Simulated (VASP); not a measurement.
# Mo (Im-3m) in VASP: further runs

Mo is run at these levels: PBE, BLYP+D3(BJ); tasks: single point, relaxation of cell and atoms.

Everything below comes from runs of VASP 6.6.1. Logs are shortened: lines on timing, memory, paths and dates and some standing lists are left out, and cuts for length are marked.

### 1 The cell of the first run

It takes space group Im-3m (No. 229, cubic). Conventional cell: a = 3.168 Å, b = 3.168 Å, c = 3.168 Å, α = 90.00°, β = 90.00°, γ = 90.00°. Mo (site symmetry m-3m) has 14 Mo at 2.74 to 3.17 Å within 3.6 Å.

### 2 Single point, PBE

INCAR reads:

```
SYSTEM = Mo
ALGO = Fast
EDIFF = 1E-7
ENCUT = 520
GGA = PE
ISIF = 2
ISMEAR = 0
LASPH = .True.
LCHARG = .True.
LELF = .True.
LREAL = .False.
LVHAR = .True.
LWAVE = .False.
NBANDS = 13
NELM = 100
PREC = Accurate
SIGMA = 0.026000000000000002
```

KPOINTS reads:

```
k-points
0
Gamma
  12 12 12
  0 0 0
```

POSCAR reads:

```
Mo
1.0
   -1.5838089719      1.5838089719      1.5838089719
    1.5838089719     -1.5838089719      1.5838089719
    1.5838089719      1.5838089719     -1.5838089719
Mo
1
Direct
    0.0000000000      0.0000000000      0.0000000000
```

Potentials or basis: VASP PAW PBE potentials, release 64 (Mo_sv).

The run is started by

```
$ cat potpaw_PBE.64/Mo_sv/POTCAR > POTCAR
$ mpirun -np 1 vasp_std > vasp.out
```

OUTCAR:

```text
SYSTEM = Mo
   EDIFF = 1E-7
   ENCUT = 520
   GGA = PE
   ISIF = 2
   ISMEAR = 0
   LASPH = .True.
   LREAL = .False.
   NELM = 100
   PREC = Accurate

 ion  position               nearest neighbor table
   1  0.000  0.000  0.000-

  LATTYP: Found a body centered cubic cell.
 ALAT       =     3.1676179438

  Lattice vectors:

 A1 = (  -1.5838089719,   1.5838089719,   1.5838089719)
 A2 = (   1.5838089719,  -1.5838089719,   1.5838089719)
 A3 = (   1.5838089719,   1.5838089719,  -1.5838089719)

Analysis of symmetry for initial positions (statically):
=====================================================================
 Subroutine PRICEL returns:
 Original cell was already a primitive cell.

 Routine SETGRP: Setting up the symmetry group for a
 body centered cubic supercell.

 Subroutine GETGRP returns: Found 48 space group operations
 (whereof 48 operations were pure point group operations)
 out of a pool of 48 trial point group operations.

The static configuration has the point symmetry O_h .

Analysis of symmetry for dynamics (positions and initial velocities):
=====================================================================
 Subroutine PRICEL returns:
 Original cell was already a primitive cell.

 Routine SETGRP: Setting up the symmetry group for a
 body centered cubic supercell.

 Subroutine GETGRP returns: Found 48 space group operations
 (whereof 48 operations were pure point group operations)
 out of a pool of 48 trial point group operations.

The dynamic configuration has the point symmetry O_h .

 Subroutine INISYM returns: Found 48 space group operations
 (whereof 48 operations are pure point group operations),
 and found     1 'primitive' translations

----------------------------------------------------------------------------------------

                                     Primitive cell

  volume of cell :      15.8916

  direct lattice vectors                    reciprocal lattice vectors
    -1.583808972  1.583808972  1.583808972     0.000000000  0.315694638  0.315694638
     1.583808972 -1.583808972  1.583808972     0.315694638  0.000000000  0.315694638
     1.583808972  1.583808972 -1.583808972     0.315694638  0.315694638  0.000000000

  length of vectors
     2.743237609  2.743237609  2.743237609     0.446459639  0.446459639  0.446459639

  position of ions in fractional coordinates (direct lattice)
     0.000000000  0.000000000  0.000000000

  ion indices of the primitive-cell ions
   primitive index   ion index
                 1           1

----------------------------------------------------------------------------------------

 KPOINTS: k-points

Automatic generation of k-mesh.
 Grid dimensions read from file:
 generate k-points for:   12   12   12

 Generating k-lattice:

  Cartesian coordinates                     Fractional coordinates (reciprocal lattice)
     0.000000000  0.026307886  0.026307886     0.083333333  0.000000000  0.000000000
     0.026307886  0.000000000  0.026307886     0.000000000  0.083333333  0.000000000
     0.026307886  0.026307886  0.000000000     0.000000000  0.000000000  0.083333333

  Length of vectors
     0.037204970  0.037204970  0.037204970

  Shift w.r.t. Gamma in fractional coordinates (k-lattice)
     0.000000000  0.000000000  0.000000000

 Subroutine IBZKPT returns following result:
 ===========================================

 Found     72 irreducible k-points:

 Following reciprocal coordinates:
            Coordinates               Weight
  0.000000  0.000000  0.000000      1.000000
  0.083333  0.000000  0.000000     12.000000
  0.166667  0.000000  0.000000     12.000000
  0.250000  0.000000  0.000000     12.000000
  0.333333  0.000000  0.000000     12.000000
  0.416667  0.000000  0.000000     12.000000
[... 16 lines left out ...]
  0.333333  0.083333  0.083333     24.000000
  0.416667  0.083333  0.083333     12.000000
 [... further k-points ...]
   k-points           NKPTS =     72   k-points in BZ     NKDIM =     72   number of bands    NBANDS=     13
   number of dos      NEDOS =    301   number of ions     NIONS =      1
   total plane-waves  NPLWV =   8000
   dimension x,y,z NGX =    20 NGY =   20 NGZ =   20
   dimension x,y,z NGXF=    40 NGYF=   40 NGZF=   40
   ions per type =               1
   NGX,Y,Z   is equivalent  to a cutoff of  12.12, 12.12, 12.12 a.u.
   NGXF,Y,Z  is equivalent  to a cutoff of  24.24, 24.24, 24.24 a.u.
 SYSTEM =  Mo
   PREC   = accura    normal or accurate (medium, high low for compatibility)
   ISTART =      0    job   : 0-new  1-cont  2-samecut
   ICHARG =      2    charge: 1-file 2-atom 10-const
   ISPIN  =      1    spin polarized calculation?
   LNONCOLLINEAR =      F non collinear calculations
   LSORBIT =      F    spin-orbit coupling
   LASPH  =      T    aspherical Exc in radial PAW
   ENCUT  =  520.0 eV  38.22 Ry    6.18 a.u.   5.10  5.10  5.10*2*pi/ulx,y,z
   NELM   =    100;   NELMIN=  2; NELMDL= -5     # of ELM steps
   EDIFF  = 0.1E-06   stopping-criterion for ELM
   LREAL  =      F    real-space projection
   EDIFFG = 0.1E-05   stopping-criterion for IOM
   NSW    =      0    number of steps for IOM
   IBRION =     -1    ionic relax: 0-MD 1-quasi-New 2-CG
   NFREE  =      0    steps in history (QN), initial steepest desc. (CG)
   ISIF   =      2    stress and relaxation
   ISYM   =      2    0-nonsym 1-usesym 2-fastsym
   POTIM  = 0.5000    time-step for ionic-motion
   TEBEG  =    0.0;   TEEND  =   0.0 temperature during run
   PSTRESS=    0.0 pullay stress
   NELECT =      14.0000    total number of electrons
   NUPDOWN=      -1.0000    fix difference up-down
   EMIN   =  10.00;   EMAX   =-10.00  energy-range for DOS
   EFERMI =   0.00;   METHOD = LEGACY
   ISMEAR =     0;   SIGMA  =   0.03  broadening in eV -4-tet -1-fermi 0-gaus
   EFERMI_NEDOS =   21; number of points for ismear=-14 and -15
   IALGO  =     68    algorithm
   IMIX   =      4    mixing-type and parameters
     AMIX     =   0.40;   BMIX     =  1.00
     AMIX_MAG =   1.60;   BMIX_MAG =  1.00
  volume/ion in A,a.u.               =      15.89       107.24
  Fermi-wavevector in a.u.,A,eV,Ry     =   1.569380  2.965698 33.510508  2.462953
  Thomas-Fermi vector in A             =   2.671271
   LORBIT       =      0    0 simple, 1 ext, 2 COOP (PROOUT), +10 PAW based schemes
   GGA     = PE    functional components
   LHFCALC =     F    Hartree Fock is set to
   AEXX    =    0.0000 exact exchange contribution
   IVDW    =     0    specifies the selected vdW correction
   LEPSILON=     F    determine dielectric tensor
   LRPA    =     F    only Hartree local field effects (RPA)
 non-spin polarized calculation
 RMM-DIIS sequential band-by-band and
 Gauss-broadening in eV      SIGMA  =   0.03
  energy-cutoff  :      520.00
  volume of cell :       15.89
 maximum number of plane-waves:       442
   NGX = 11   NGY = 11   NGZ = 11

 number of electron      14.0000005 magnetization

 Free energy of the ion-electron system (eV)
  ---------------------------------------------------
  ext. energy  EPLUGINS =         0.00000000
  ---------------------------------------------------
  free energy    TOTEN  =       -10.94983797 eV

  energy without entropy =      -10.94970475  energy(sigma->0) =      -10.94977136

 E-fermi :  12.2777     XC(G=0): -13.2973

 val. band max:       12.2754772534   @ k =   0.5000   0.5000   0.0833
 cond. band min:      12.3342961886   @ k =  -0.3333   0.3333   0.2500
 fundamental gap:      0.0588189351
 Fermi energy:        12.2777350728

 k-point     1 :       0.0000    0.0000    0.0000
  band No.  band energies     occupation
      1     -48.9480      2.00000
      2     -22.2513      2.00000
      3     -22.2513      2.00000
      4     -22.2513      2.00000
      5       5.1490      2.00000
      6      10.9984      2.00000
      7      10.9984      2.00000
      8      10.9984      2.00000
      9      13.9629      0.00000
     10      13.9629      0.00000
     11      27.1363      0.00000
     12      27.1363      0.00000
     13      27.1363      0.00000

 k-point     2 :       0.0833    0.0000    0.0000
  band No.  band energies     occupation
      1     -48.9317      2.00000
      2     -22.3463      2.00000
      3     -22.2808      2.00000
      4     -22.2520      2.00000
      5       5.4477      2.00000
      6      10.8323      2.00000
      7      10.9672      2.00000
      8      11.2795      2.00000
      9      13.7323      0.00000
     10      13.9685      0.00000
     11      27.3483      0.00000
     12      27.6411      0.00000
     13      27.6924      0.00000

 k-point     3 :       0.1667    0.0000    0.0000
  band No.  band energies     occupation
      1     -48.8871      2.00000
      2     -22.6008      2.00000
      3     -22.3604      2.00000
      4     -22.2538      2.00000
      5       6.2389      2.00000
      6      10.4099      2.00000
      7      10.8210      2.00000
      8      12.0962      2.00000
      9      13.4066      0.00000
     10      14.0076      0.00000
     11      27.6346      0.00000
     12      28.6658      0.00000
     13      29.0662      0.00000

 k-point     4 :       0.2500    0.0000    0.0000
  band No.  band energies     occupation
      1     -48.8255      2.00000
      2     -22.9380      2.00000
      3     -22.4675      2.00000
      4     -22.2564      2.00000
      5       7.1066      2.00000
      6       9.8925      2.00000
      7      10.7913      2.00000
      8      13.3620      0.00000
      9      13.4443      0.00000
     10      14.1197      0.00000
     11      27.0711      0.00000
     12      28.3261      0.00000
     13      31.2016      0.00000

 k-point     5 :       0.3333    0.0000    0.0000
  band No.  band energies     occupation
      1     -48.7632      2.00000
      2     -23.2641      2.00000
      3     -22.5726      2.00000
      4     -22.2591      2.00000
      5       7.3782      2.00000
      6       9.4285      2.00000
      7      11.6121      2.00000
      8      13.7579      0.00000
      9      14.3091      0.00000
     10      14.8964      0.00000
     11      25.7754      0.00000
     12      26.5022      0.00000
     13      33.0161      0.00000

 k-point     6 :       0.4167    0.0000    0.0000
  band No.  band energies     occupation
      1     -48.7172      2.00000
      2     -23.4966      2.00000
      3     -22.6485      2.00000
      4     -22.2611      2.00000
      5       7.2096      2.00000
      6       9.1158      2.00000
      7      13.0010      0.00000
      8      14.0485      0.00000
      9      14.5087      0.00000
     10      16.3237      0.00000
     11      24.5835      0.00000
     12      24.6738      0.00000
     13      30.4903      0.00000

 k-point     7 :       0.5000    0.0000    0.0000
  band No.  band energies     occupation
      1     -48.7003      2.00000
      2     -23.5805      2.00000
      3     -22.6760      2.00000
      4     -22.2619      2.00000
      5       7.1051      2.00000
      6       9.0062      2.00000
      7      13.8950      0.00000
      8      13.9819      0.00000
      9      14.5978      0.00000
     10      16.9597      0.00000
     11      23.7241      0.00000
     12      24.2564      0.00000
     13      29.4809      0.00000
[... 193 lines left out ...]
 k-point    20 :       0.0833    0.0833    0.0833
  band No.  band energies     occupation
      1     -48.8614      2.00000
      2     -22.7651      2.00000
      3     -22.3204      2.00000
      4     -22.3204      2.00000
      5       6.7322      2.00000
      6      10.2415      2.00000
      7      10.2415      2.00000
      8      13.0234      0.00000
      9      13.7474      0.00000
     10      13.7474      0.00000
     11      28.3546      0.00000
     12      28.6695      0.00000
     13      28.6695      0.00000

 k-point    21 :       0.1667    0.0833    0.0833
  band No.  band energies     occupation
      1     -48.8067      2.00000
      2     -23.0338      2.00000
      3     -22.4405      2.00000
      4     -22.3304      2.00000
      5       7.6525      2.00000
      6       9.7375      2.00000
      7      10.0084      2.00000
      8      13.6776      0.00000
      9      14.0755      0.00000
     10      14.5499      0.00000
     11      27.6428      0.00000
     12      28.1261      0.00000
     13      29.8549      0.00000

 k-point    22 :       0.2500    0.0833    0.0833
  band No.  band energies     occupation
      1     -48.7513      2.00000
      2     -23.2723      2.00000
      3     -22.5840      2.00000
      4     -22.3404      2.00000
      5       7.9792      2.00000
      6       9.3366      2.00000
      7      10.6558      2.00000
      8      13.8579      0.00000
      9      14.3472      0.00000
     10      16.2885      0.00000
     11      26.2477      0.00000
     12      26.2866      0.00000
     13      29.9936      0.00000

 k-point    23 :       0.3333    0.0833    0.0833
  band No.  band energies     occupation
      1     -48.7105      2.00000
      2     -23.4353      2.00000
      3     -22.6966      2.00000
      4     -22.3479      2.00000
      5       7.7818      2.00000
      6       9.0838      2.00000
      7      11.9421      2.00000
      8      14.0737      0.00000
      9      14.5486      0.00000
     10      17.8590      0.00000
     11      24.1469      0.00000
     12      25.1731      0.00000
     13      28.6684      0.00000

 k-point    24 :       0.4167    0.0833    0.0833
  band No.  band energies     occupation
      1     -48.6955      2.00000
      2     -23.4930      2.00000
      3     -22.7389      2.00000
      4     -22.3506      2.00000
      5       7.6694      2.00000
      6       8.9978      2.00000
      7      12.6196      0.00000
      8      14.1426      0.00000
      9      14.6274      0.00000
     10      18.5627      0.00000
     11      23.1689      0.00000
     12      24.7769      0.00000
     13      28.1434      0.00000

 [... further k-points ...]
[... 5 lines left out ...]
  --------------------------------------------------------------------------------------
  -------------------------------------------------------------------------------------
  Total       -0.1407652     -0.1407652     -0.1407652      0.0000000      0.0000000      0.0000000
  in kB      -14.1918025    -14.1918025    -14.1918025      0.0000000      0.0000000      0.0000000
  external PRESSURE =     -14.1918025 kB  Pullay stress =       0.0000000 kB

 VOLUME and BASIS-vectors are now :
 -----------------------------------------------------------------------------
  energy-cutoff  :      520.00
  volume of cell :       15.89
      direct lattice vectors                 reciprocal lattice vectors
    -1.583808972  1.583808972  1.583808972     0.000000000  0.315694638  0.315694638
     1.583808972 -1.583808972  1.583808972     0.315694638  0.000000000  0.315694638
     1.583808972  1.583808972 -1.583808972     0.315694638  0.315694638  0.000000000

 POSITION                                       TOTAL-FORCE (eV/Angst)
 -----------------------------------------------------------------------------------
      0.00000      0.00000      0.00000        -0.000000      0.000000     -0.000000
 -----------------------------------------------------------------------------------
    total drift:                                0.000000     -0.000000      0.000000

  FREE ENERGIE OF THE ION-ELECTRON SYSTEM (eV)
  ---------------------------------------------------
  free  energy   TOTEN  =       -10.9498379704 eV

  energy  without entropy=      -10.9497047451  energy(sigma->0) =      -10.94977136
```

It took 9.5 s on 1 thread of Intel Xeon Platinum 8488C (Sapphire Rapids), shared host; peak memory 0.13 GiB.

What came out:

```
Free energy            : -10.9498 eV
Pressure               : -1.4 GPa
Band gap on the k mesh : zero (band 7 reaches 16.22 eV, above the bottom of band 8 at 11.00 eV)
```

### 3 Single point, PBE

This run uses another cell than the first one, of 15.78 Å³/atom, 0.993 times its volume.

INCAR reads:

```
PREC = Accurate
ENCUT = 520
EDIFF = 1E-6
ISMEAR = -1
SIGMA = 0.05
LREAL = False
LASPH = True
NELM = 100
ALGO = Normal
ISIF = 2
LWAVE = False
LCHARG = False
GGA = PE
NBANDS = 13
```

KPOINTS reads:

```
regular mesh
0
Gamma
  12 12 12
```

POSCAR reads:

```
Mo
1.0
   -1.5800909181      1.5800909181      1.5800909181
    1.5800909181     -1.5800909181      1.5800909181
    1.5800909181      1.5800909181     -1.5800909181
Mo
1
Direct
    0.0000000000      0.0000000000      0.0000000000
```

Potentials or basis: VASP PAW PBE potentials, release 64 (Mo_sv).

The run is started by

```
$ cat potpaw_PBE.64/Mo_sv/POTCAR > POTCAR
$ mpirun -np 1 vasp_std > vasp.out
```

Run time: 6.5 s. Hardware: 1 thread of Intel Xeon Platinum 8488C (Sapphire Rapids), shared host; peak memory 0.13 GiB.

It converged, with:

```yaml
Free_energy: -10.9515 eV
Pressure: 0.5 GPa
Band_gap_on_the_k_mesh: zero (band 7 reaches 16.37 eV, above the bottom of band 8 at 11.10 eV)
```

Levels at points of the mesh, in eV from the Fermi level:
```csv
k point,band 5,band 6,band 7,band 8,band 9,band 10
"(0.00, 0.00, 0.00)",-7.16,-1.30,-1.30,-1.30,1.69,1.69
"(0.50, 0.00, 0.00)",-5.22,-3.31,1.64,1.71,2.34,4.72
"(0.50, 0.50, 0.50)",-5.32,-5.32,3.97,3.97,3.97,9.04
```

### 4 Relaxation of cell and atoms, BLYP+D3(BJ)

INCAR reads:

```
  PREC = Accurate
  ENCUT = 600
  EDIFF = 1E-6
  ISMEAR = -1
  SIGMA = 0.05
  LREAL = F
  LASPH = T
  NELM = 100
  ALGO = Normal
  ISIF = 3
  LWAVE = F
  LCHARG = F
  GGA = B5
  ALDAX = 1.0
  AGGAX = 1.0
  AGGAC = 1.0
  ALDAC = 0.0
  IVDW = 12
  VDW_S6 = 1.0
  VDW_S8 = 2.6996
  VDW_A1 = 0.4298
  VDW_A2 = 4.2359
  IBRION = 2
  NSW = 80
  EDIFFG = -0.005
```

KPOINTS is that of step 3.

POSCAR reads:

```
Mo
1.0
   -1.5838089719      1.5838089719      1.5838089719
    1.5838089719     -1.5838089719      1.5838089719
    1.5838089719      1.5838089719     -1.5838089719
Mo
1
Direct
    0.0000000000      0.0000000000      0.0000000000
```

The run is started by

```
$ cat potpaw_PBE.64/Mo_sv/POTCAR > POTCAR
$ mpirun -np 1 vasp_std > vasp.out
```

Run time: 31 s. Hardware: 1 thread of Intel Xeon Platinum 8488C (Sapphire Rapids), shared host; peak memory 0.16 GiB.

The run converged. Its results:

```
Free energy                            : -11.1626 eV
Relaxed volume                         : 15.36 Å³/atom
Relaxed cell                           : a = 2.712 Å, b = 2.712 Å, c = 2.712 Å, α = 109.47°, β = 109.47°, γ = 109.47°
Space group after relaxing (to 0.05 Å) : Im-3m (No. 229)
Energy gained by relaxing              : 14.8 meV/atom
Ionic steps                            : 4
Pressure after relaxing                : 0.0 GPa
Band gap on the k mesh                 : zero (band 7 reaches 17.41 eV, above the bottom of band 8 at 11.96 eV)
Dispersion energy per atom             : -1.714 eV
```

The path:
```tsv
step	energy change (eV)	largest force (eV/Å)	pressure (GPa)	volume (Å³)
1	0.0000	0.0000	-8.67	15.89
2	0.1080	0.0000	31.16	13.99
3	-0.0148	0.0000	-0.37	15.38
4	-0.0148	0.0000	-0.03	15.36
```

Final structure:
```
Mo
1.0
    -1.56606    1.56606    1.56606
     1.56606   -1.56606    1.56606
     1.56606    1.56606   -1.56606
Mo
1
Direct
  0.00000 0.00000 0.00000
```

Levels at points of the mesh, in eV from the Fermi level:
| k point | band 3 | band 4 | band 5 | band 6 | band 7 | band 8 | band 9 | band 10 | band 11 |
| --- | --- | --- | --- | --- | --- | --- | --- | --- | --- |
| (0.00, 0.00, 0.00) | -34.42 | -34.42 | -7.03 | -1.41 | -1.41 | -1.41 | 1.70 | 1.70 | 15.09 |
| (0.50, 0.00, 0.00) | -34.90 | -34.44 | -5.31 | -3.47 | 1.72 | 2.00 | 2.35 | 4.82 | 12.27 |
| (0.50, 0.50, 0.50) | -35.44 | -35.44 | -5.46 | -5.46 | 4.04 | 4.04 | 4.04 | 9.43 | 9.43 |

Caveat: the PAW data sets were made with another functional, which shifts forces and pressure a little; pairwise dispersion overbinds metals, which lowers pressure and volume.

### 5 Overview

| task | level | cell | cutoff (eV) | smearing | gap on the mesh (eV) | pressure (GPa) |
| --- | --- | --- | --- | --- | --- | --- |
| single point | PBE | a = 2.743 Å, angles 109.5°, 1 atom | 520 | gaussian 0.026 eV | none | -1.4 |
| single point | PBE | a = 2.737 Å, angles 109.5°, 1 atom | 520 | fermi-dirac 0.05 eV | none | 0.5 |
| relaxation of cell and atoms | BLYP+D3(BJ) | relaxed from a = 2.743 Å, angles 109.5°, 1 atom | 600 | fermi-dirac 0.05 eV | none | 0.0 |

Alike in all rows: potentials or basis VASP PAW PBE potentials, release 64 (Mo_sv); no spin polarisation; k mesh 12 × 12 × 12.

Caveats: the PAW data sets were made with another functional, which shifts forces and pressure a little (some runs); pairwise dispersion overbinds metals, which lowers pressure and volume (some runs).

Absolute energies hang on the potentials; compare differences alone.
